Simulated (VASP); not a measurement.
# As (P6/mmm) in VASP: further runs

As is run at these levels: BLYP; tasks: single point.

Everything below comes from runs of VASP 6.6.1. Logs are shortened: lines on timing, memory, paths and dates and some standing lists are left out, and cuts for length are marked.

### Step 1. The cell of the first run

Symmetry: P6/mmm, No. 191, hexagonal system. The conventional cell has a = 5.017 Å, b = 5.017 Å, c = 2.922 Å, α = 90.00°, β = 90.00°, γ = 120.00°. As (site symmetry 6/mmm) has 14 As at 2.92 to 3.24 Å within 3.8 Å. Within 3.8 Å of As (site symmetry -6m2) lie 11 As at 2.90 to 3.24 Å.

This isn't the form of As at room conditions, which is rhombohedral.

### Step 2. Single point, BLYP (21.23 Å³/atom)

INCAR

```
PREC = Accurate
ENCUT = 520
EDIFF = 1E-7
ISMEAR = -1
SIGMA = 0.1
LREAL = False
LASPH = True
NELM = 60
ALGO = Normal
ISIF = 2
LWAVE = False
LCHARG = False
GGA = B5
ALDAX = 1.0
AGGAX = 1.0
AGGAC = 1.0
ALDAC = 0.0
NBANDS = 14
```

KPOINTS

```
regular mesh
0
Gamma
  8 8 12
```

POSCAR

```
As
1.0
    5.0170704703      0.0000000000      0.0000000000
   -2.5085352352      4.3449104799      0.0000000000
    0.0000000000      0.0000000000      2.9220852945
As
3
Direct
    1.0000000000      0.0000000000      0.0000000000
    0.3333333333      0.6666666667      0.5000000000
    0.6666666667      0.3333333333      0.5000000000
```

Potentials or basis: VASP PAW PBE potentials, release 64 (As).

Launch:

```console
$ cat potpaw_PBE.64/As/POTCAR > POTCAR
$ mpirun -np 1 vasp_std > vasp.out
```

OUTCAR:

```text
PREC = Accurate
   ENCUT = 520
   EDIFF = 1E-7
   ISMEAR = -1
   LREAL = False
   LASPH = True
   NELM = 60
   ISIF = 2
   GGA = B5

 ion  position               nearest neighbor table
   1  0.000  0.000  0.000-
   2  0.333  0.667  0.500-   3 2.90   3 2.90   3 2.90
   3  0.667  0.333  0.500-   2 2.90   2 2.90   2 2.90

  LATTYP: Found a hexagonal cell.
 ALAT       =     5.0170704703
 C/A-ratio  =     0.5824285929

  Lattice vectors:

 A1 = (   5.0170704703,   0.0000000000,   0.0000000000)
 A2 = (  -2.5085352352,   4.3449104799,   0.0000000000)
 A3 = (   0.0000000000,   0.0000000000,   2.9220852945)

Analysis of symmetry for initial positions (statically):
=====================================================================
 Subroutine PRICEL returns:
 Original cell was already a primitive cell.

 Routine SETGRP: Setting up the symmetry group for a
 hexagonal supercell.

 Subroutine GETGRP returns: Found 24 space group operations
 (whereof 24 operations were pure point group operations)
 out of a pool of 24 trial point group operations.

The static configuration has the point symmetry D_6h.

Analysis of symmetry for dynamics (positions and initial velocities):
=====================================================================
 Subroutine PRICEL returns:
 Original cell was already a primitive cell.

 Routine SETGRP: Setting up the symmetry group for a
 hexagonal supercell.

 Subroutine GETGRP returns: Found 24 space group operations
 (whereof 24 operations were pure point group operations)
 out of a pool of 24 trial point group operations.

The dynamic configuration has the point symmetry D_6h.

 Subroutine INISYM returns: Found 24 space group operations
 (whereof 24 operations are pure point group operations),
 and found     1 'primitive' translations

----------------------------------------------------------------------------------------

                                     Primitive cell

  volume of cell :      63.6977

  direct lattice vectors                    reciprocal lattice vectors
     5.017070470  0.000000000  0.000000000     0.199319504  0.115077170  0.000000000
    -2.508535235  4.344910480  0.000000000     0.000000000  0.230154339  0.000000000
     0.000000000  0.000000000  2.922085294     0.000000000  0.000000000  0.342221359

  length of vectors
     5.017070470  5.017070470  2.922085294     0.230154339  0.230154339  0.342221359

  position of ions in fractional coordinates (direct lattice)
     0.000000000  0.000000000  0.000000000
     0.333333333  0.666666667  0.500000000
     0.666666667  0.333333333  0.500000000

  ion indices of the primitive-cell ions
   primitive index   ion index
                 1           1
                 2           2
                 3           3

----------------------------------------------------------------------------------------

 KPOINTS: regular mesh

Automatic generation of k-mesh.
 Grid dimensions read from file:
 generate k-points for:    8    8   12

 Generating k-lattice:

  Cartesian coordinates                     Fractional coordinates (reciprocal lattice)
     0.024914938  0.014384646  0.000000000     0.125000000  0.000000000  0.000000000
     0.000000000  0.028769292  0.000000000     0.000000000  0.125000000  0.000000000
     0.000000000  0.000000000  0.028518447     0.000000000  0.000000000  0.083333333

  Length of vectors
     0.028769292  0.028769292  0.028518447

  Shift w.r.t. Gamma in fractional coordinates (k-lattice)
     0.000000000  0.000000000  0.000000000

 Subroutine IBZKPT returns following result:
 ===========================================

 Found     70 irreducible k-points:

 Following reciprocal coordinates:
            Coordinates               Weight
  0.000000  0.000000  0.000000      1.000000
  0.125000  0.000000  0.000000      6.000000
  0.250000  0.000000  0.000000      6.000000
  0.375000 -0.000000  0.000000      6.000000
  0.500000  0.000000  0.000000      3.000000
  0.125000  0.125000  0.000000      6.000000
[... 16 lines left out ...]
  0.250000  0.000000  0.166667     12.000000
  0.375000 -0.000000  0.166667     12.000000
 [... further k-points ...]
   k-points           NKPTS =     70   k-points in BZ     NKDIM =     70   number of bands    NBANDS=     14
   number of dos      NEDOS =    301   number of ions     NIONS =      3
   total plane-waves  NPLWV =  38400
   dimension x,y,z NGX =    40 NGY =   40 NGZ =   24
   dimension x,y,z NGXF=    80 NGYF=   80 NGZF=   48
   ions per type =               3
   NGX,Y,Z   is equivalent  to a cutoff of  13.25, 13.25, 13.65 a.u.
   NGXF,Y,Z  is equivalent  to a cutoff of  26.51, 26.51, 27.31 a.u.
 SYSTEM =  unknown system
   PREC   = accura    normal or accurate (medium, high low for compatibility)
   ISTART =      0    job   : 0-new  1-cont  2-samecut
   ICHARG =      2    charge: 1-file 2-atom 10-const
   ISPIN  =      1    spin polarized calculation?
   LNONCOLLINEAR =      F non collinear calculations
   LSORBIT =      F    spin-orbit coupling
   LASPH  =      T    aspherical Exc in radial PAW
   ENCUT  =  520.0 eV  38.22 Ry    6.18 a.u.   9.33  9.33  5.43*2*pi/ulx,y,z
   NELM   =     60;   NELMIN=  2; NELMDL= -5     # of ELM steps
   EDIFF  = 0.1E-06   stopping-criterion for ELM
   LREAL  =      F    real-space projection
   EDIFFG = 0.1E-05   stopping-criterion for IOM
   NSW    =      0    number of steps for IOM
   IBRION =     -1    ionic relax: 0-MD 1-quasi-New 2-CG
   NFREE  =      0    steps in history (QN), initial steepest desc. (CG)
   ISIF   =      2    stress and relaxation
   ISYM   =      2    0-nonsym 1-usesym 2-fastsym
   POTIM  = 0.5000    time-step for ionic-motion
   TEBEG  =    0.0;   TEEND  =   0.0 temperature during run
   PSTRESS=    0.0 pullay stress
   NELECT =      15.0000    total number of electrons
   NUPDOWN=      -1.0000    fix difference up-down
   EMIN   =  10.00;   EMAX   =-10.00  energy-range for DOS
   EFERMI =   0.00;   METHOD = LEGACY
   ISMEAR =    -1;   SIGMA  =   0.10  broadening in eV -4-tet -1-fermi 0-gaus
   EFERMI_NEDOS =   21; number of points for ismear=-14 and -15
   IALGO  =     38    algorithm
   IMIX   =      4    mixing-type and parameters
     AMIX     =   0.40;   BMIX     =  1.00
     AMIX_MAG =   1.60;   BMIX_MAG =  1.00
  volume/ion in A,a.u.               =      21.23       143.28
  Fermi-wavevector in a.u.,A,eV,Ry     =   1.010952  1.910423 13.905485  1.022024
  Thomas-Fermi vector in A             =   2.143972
   LORBIT       =      0    0 simple, 1 ext, 2 COOP (PROOUT), +10 PAW based schemes
   GGA     = B5    functional components
   LHFCALC =     F    Hartree Fock is set to
   AEXX    =    0.0000 exact exchange contribution
   IVDW    =     0    specifies the selected vdW correction
   LEPSILON=     F    determine dielectric tensor
   LRPA    =     F    only Hartree local field effects (RPA)
 non-spin polarized calculation
  energy-cutoff  :      520.00
  volume of cell :       63.70
 maximum number of plane-waves:      1738
 NGX is ok and might be reduce to    40
   NGX = 19   NGY = 19   NGZ = 11

 number of electron      15.0000000 magnetization

 Free energy of the ion-electron system (eV)
  ---------------------------------------------------
  ext. energy  EPLUGINS =         0.00000000
  ---------------------------------------------------
  free energy    TOTEN  =       -10.17293610 eV

  energy without entropy =      -10.11120381  energy(sigma->0) =      -10.14206995

 E-fermi :   5.6921     XC(G=0):  -9.5999

 val. band max:        5.6815905252   @ k =   0.2500   0.1250   0.2500
 cond. band min:       5.7226889830   @ k =   0.3750   0.2500   0.2500
 fundamental gap:      0.0410984578
 Fermi energy:         5.6921383014

 k-point     1 :       0.0000    0.0000    0.0000
  band No.  band energies     occupation
      1      -8.4568      2.00000
      2      -4.1521      2.00000
      3      -3.9516      2.00000
      4       1.7246      2.00000
      5       1.7246      2.00000
      6       2.0128      2.00000
      7       2.0128      2.00000
      8       7.8941      0.00000
      9      10.3585      0.00000
     10      10.3585      0.00000
     11      11.1659      0.00000
     12      11.1740      0.00000
     13      13.0604      0.00000
     14      17.6120      0.00000

 k-point     2 :       0.1250    0.0000    0.0000
  band No.  band energies     occupation
      1      -8.3466      2.00000
      2      -4.3409      2.00000
      3      -4.1589      2.00000
      4       1.0470      2.00000
      5       1.3995      2.00000
      6       2.9002      2.00000
      7       3.1486      2.00000
      8       7.9936      0.00000
      9       9.5987      0.00000
     10      10.1360      0.00000
     11      11.0370      0.00000
     12      11.0789      0.00000
     13      13.1843      0.00000
     14      17.5232      0.00000

 k-point     3 :       0.2500    0.0000    0.0000
  band No.  band energies     occupation
      1      -8.0186      2.00000
      2      -4.9976      2.00000
      3      -4.4725      2.00000
      4       0.4658      2.00000
      5       1.8421      2.00000
      6       4.1015      2.00000
      7       4.8739      1.99944
      8       7.9570      0.00000
      9       8.2861      0.00000
     10       9.4411      0.00000
     11      10.6235      0.00000
     12      10.9003      0.00000
     13      13.5435      0.00000
     14      16.2098      0.00000

 k-point     4 :       0.3750   -0.0000    0.0000
  band No.  band energies     occupation
      1      -7.4825      2.00000
      2      -5.8903      2.00000
      3      -4.6840      2.00000
      4       0.1124      2.00000
      5       2.9167      2.00000
      6       5.4494      1.83778
      7       6.0973      0.03420
      8       6.7042      0.00008
      9       8.3148      0.00000
     10       8.7518      0.00000
     11      10.0135      0.00000
     12      10.7508      0.00000
     13      14.0357      0.00000
     14      14.4493      0.00000

 k-point     5 :       0.5000    0.0000    0.0000
  band No.  band energies     occupation
      1      -6.8078      2.00000
      2      -6.7053      2.00000
      3      -4.7596      2.00000
      4      -0.0059      2.00000
      5       4.2757      2.00000
      6       4.5101      1.99999
      7       6.6660      0.00012
      8       7.1481      0.00000
      9       7.6392      0.00000
     10       9.3456      0.00000
     11       9.3568      0.00000
[... 276 lines left out ...]
 k-point    22 :       0.1250    0.0000    0.1667
  band No.  band energies     occupation
      1      -7.9137      2.00000
      2      -4.0320      2.00000
      3      -3.7699      2.00000
      4       1.4667      2.00000
      5       1.7963      2.00000
      6       3.2985      2.00000
      7       3.4955      2.00000
      8       5.0771      1.99574
      9       8.2919      0.00000
     10       8.4994      0.00000
     11       9.6735      0.00000
     12       9.8812      0.00000
     13      15.4759      0.00000
     14      15.5566      0.00000

 k-point    23 :       0.2500    0.0000    0.1667
  band No.  band energies     occupation
      1      -7.5886      2.00000
      2      -4.6245      2.00000
      3      -4.1110      2.00000
      4       0.8973      2.00000
      5       2.1794      2.00000
      6       4.4571      1.99999
      7       4.8270      1.99965
      8       5.7629      0.66020
      9       7.3640      0.00000
     10       8.2098      0.00000
     11       8.8026      0.00000
     12       9.3245      0.00000
     13      15.1060      0.00000
     14      15.4098      0.00000

 k-point    24 :       0.3750   -0.0000    0.1667
  band No.  band energies     occupation
      1      -7.0583      2.00000
      2      -5.4884      2.00000
      3      -4.3208      2.00000
      4       0.5495      2.00000
      5       3.1484      2.00000
      6       5.6264      1.31745
      7       5.7287      0.81902
      8       5.9384      0.15705
      9       7.2240      0.00000
     10       7.7654      0.00000
     11       8.1581      0.00000
     12       8.4100      0.00000
     13      14.4554      0.00000
     14      14.6631      0.00000

 [... further k-points ...]

------------------------ aborting loop because EDIFF is reached ----------------------------------------

  FORCE on cell =-STRESS in cart. coord.  units (eV):
  Direction    XX          YY          ZZ          XY          YZ          ZX
  --------------------------------------------------------------------------------------
  -------------------------------------------------------------------------------------
  Total        0.1495881      0.1495881     -0.0649203     -0.0000000     -0.0000000      0.0000000
  in kB        3.7625615      3.7625615     -1.6329290     -0.0000000     -0.0000000      0.0000000
  external PRESSURE =       1.9640646 kB  Pullay stress =       0.0000000 kB

 VOLUME and BASIS-vectors are now :
 -----------------------------------------------------------------------------
  energy-cutoff  :      520.00
  volume of cell :       63.70
      direct lattice vectors                 reciprocal lattice vectors
     5.017070470  0.000000000  0.000000000     0.199319504  0.115077170  0.000000000
    -2.508535235  4.344910480  0.000000000     0.000000000  0.230154339  0.000000000
     0.000000000  0.000000000  2.922085294     0.000000000  0.000000000  0.342221359

 POSITION                                       TOTAL-FORCE (eV/Angst)
 -----------------------------------------------------------------------------------
      0.00000      0.00000      0.00000        -0.000000      0.000000     -0.000000
     -0.00000      2.89661      1.46104        -0.000000     -0.000000      0.000000
      2.50854      1.44830      1.46104         0.000000      0.000000     -0.000000
 -----------------------------------------------------------------------------------
    total drift:                                0.000000     -0.000000      0.000000

  FREE ENERGIE OF THE ION-ELECTRON SYSTEM (eV)
  ---------------------------------------------------
  free  energy   TOTEN  =       -10.1729360982 eV

  energy  without entropy=      -10.1112038111  energy(sigma->0) =      -10.14206995
```

Wall time 81 s (1 thread of AMD EPYC 7R13, shared host); peak memory 0.18 GiB.

What came out:

* Free energy: -10.1729 eV
* Pressure: 0.2 GPa
* Band gap on the k mesh: zero (an odd number of electrons rules out a gap without spin polarisation)

Levels at points of the mesh, in eV from the Fermi level:
```tsv
k point	band 5	band 6	band 7	band 8	band 9	band 10	band 11	band 12
(0.00, 0.00, 0.00)	-3.97	-3.68	-3.68	2.20	4.67	4.67	5.47	5.48
(0.50, 0.00, 0.00)	-1.42	-1.18	0.97	1.46	1.95	3.65	3.66	5.00
(0.00, 0.00, 0.50)	-3.08	-2.25	-1.98	-1.98	-0.32	-0.32	0.90	0.90
(0.50, 0.00, 0.50)	-4.54	-3.38	-2.77	-0.78	1.08	1.95	2.35	3.45
```

Caveat: the PAW data sets were made with another functional, which shifts forces and pressure a little.

### Step 3. Single point, BLYP (22.08 Å³/atom)

This run uses another cell than the first one, of 22.08 Å³/atom.

INCAR

```
PREC = Accurate
ENCUT = 520
EDIFF = 1E-6
ISMEAR = -1
SIGMA = 0.1
LREAL = False
LASPH = True
NELM = 80
ALGO = Normal
ISIF = 2
LWAVE = False
LCHARG = True
GGA = B5
ALDAX = 1.0
AGGAX = 1.0
AGGAC = 1.0
ALDAC = 0.0
LELF = True
LVHAR = True
NBANDS = 14
```

KPOINTS

```
Automatic mesh
0
Gamma
  8 8 12
```

POSCAR

```
As
1.0
    5.0830921266      0.0000000000      0.0000000000
   -2.5415460633      4.4020869114      0.0000000000
    0.0000000000      0.0000000000      2.9605381949
As
3
Direct
    1.0000000000      0.0000000000      0.0000000000
    0.3333333333      0.6666666667      0.5000000000
    0.6666666667      0.3333333333      0.5000000000
```

Potentials or basis: VASP PAW PBE potentials, release 64 (As).

Launch:

```console
$ cat potpaw_PBE.64/As/POTCAR > POTCAR
$ mpirun -np 1 vasp_std > vasp.out
```

It took 83 s on 1 thread of AMD EPYC 7R13, shared host; peak memory 0.18 GiB.

The run converged. Its results:

- Free energy: -10.1574 eV
- Pressure: -2.1 GPa
- Band gap on the k mesh: zero (an odd number of electrons rules out a gap without spin polarisation)

Stress tensor (GPa, compression positive):
```
-1.90  0.00  0.00
 0.00 -1.90  0.00
 0.00  0.00 -2.45
```

Levels at points of the mesh, in eV from the Fermi level:
```
           k point  band 6  band 7  band 8  band 9  band 10  band 11
(0.00, 0.00, 0.00)   -3.50   -3.50    2.10    4.41     4.41     5.17
(0.50, 0.00, 0.00)   -1.20    0.94    1.43    1.85     3.48     3.49
(0.00, 0.00, 0.50)   -2.16   -1.90   -1.90   -0.29    -0.29     0.93
(0.50, 0.00, 0.50)   -3.24   -2.64   -0.71    0.99     1.84     2.19
```

Caveat: the PAW data sets were made with another functional, which shifts forces and pressure a little.

### Step 4. Single point, BLYP (22.93 Å³/atom)

This run uses another cell than the first one, of 22.93 Å³/atom.

INCAR

```
  AGGAC = 1.0
  AGGAX = 1.0
  ALDAC = 0.0
  ALDAX = 1.0
  ALGO = Normal
  EDIFF = 1E-7
  ENCUT = 520
  GGA = B5
  ISIF = 2
  ISMEAR = -1
  LASPH = T
  LCHARG = F
  LREAL = F
  LWAVE = F
  NBANDS = 14
  NELM = 100
  PREC = Accurate
  SIGMA = 0.1
```

KPOINTS

```
k-points
0
Gamma
  8 8 12
```

POSCAR

```
As
1.0
    5.1474418962      0.0000000000      0.0000000000
   -2.5737209481      4.4578154466      0.0000000000
    0.0000000000      0.0000000000      2.9980173406
As
3
Direct
    1.0000000000      0.0000000000      0.0000000000
    0.3333333333      0.6666666667      0.5000000000
    0.6666666667      0.3333333333      0.5000000000
```

Launch:

```console
$ cat potpaw_PBE.64/As/POTCAR > POTCAR
$ mpirun -np 1 vasp_std > vasp.out
```

Wall time 98 s (1 thread of AMD EPYC 7R13, shared host); peak memory 0.18 GiB.

It converged, with:

* Free energy: -10.1095 eV
* Pressure: -3.9 GPa
* Band gap on the k mesh: zero (an odd number of electrons rules out a gap without spin polarisation)

Stress tensor (GPa, compression positive):
```
-3.71  0.00  0.00
 0.00 -3.71  0.00
 0.00  0.00 -4.27
```

Levels at points of the mesh, in eV from the Fermi level:
```tsv
k point	band 5	band 6	band 7	band 8	band 9	band 10	band 11	band 12
(0.00, 0.00, 0.00)	-3.61	-3.33	-3.33	2.01	4.17	4.17	4.90	4.90
(0.50, 0.00, 0.00)	-1.43	-1.21	0.92	1.41	1.76	3.32	3.32	4.49
(0.00, 0.00, 0.50)	-2.92	-2.08	-1.82	-1.82	-0.26	-0.26	0.95	0.95
(0.50, 0.00, 0.50)	-4.24	-3.11	-2.53	-0.65	0.91	1.74	2.05	3.16
```

Caveat: the cell stands under tension; the PAW data sets were made with another functional, which shifts forces and pressure a little.

### Step 5. Overview

| cell | gap on the mesh (eV) | pressure (GPa) |
| --- | --- | --- |
| a = 5.017, b = 5.017, c = 2.922 Å, angles 90.0, 90.0, 120.0°, 3 atoms | none | 0.2 |
| a = 5.083, b = 5.083, c = 2.961 Å, angles 90.0, 90.0, 120.0°, 3 atoms | none | -2.1 |
| a = 5.147, b = 5.147, c = 2.998 Å, angles 90.0, 90.0, 120.0°, 3 atoms | none | -3.9 |

Alike in all rows: task single point; level BLYP; potentials or basis VASP PAW PBE potentials, release 64 (As); no spin polarisation; k mesh 8 × 8 × 12; cutoff (eV) 520; smearing fermi-dirac 0.1 eV.

Caveats: the PAW data sets were made with another functional, which shifts forces and pressure a little; the cell stands under tension (at least some runs).

Absolute energies hang on the potentials; compare differences alone.
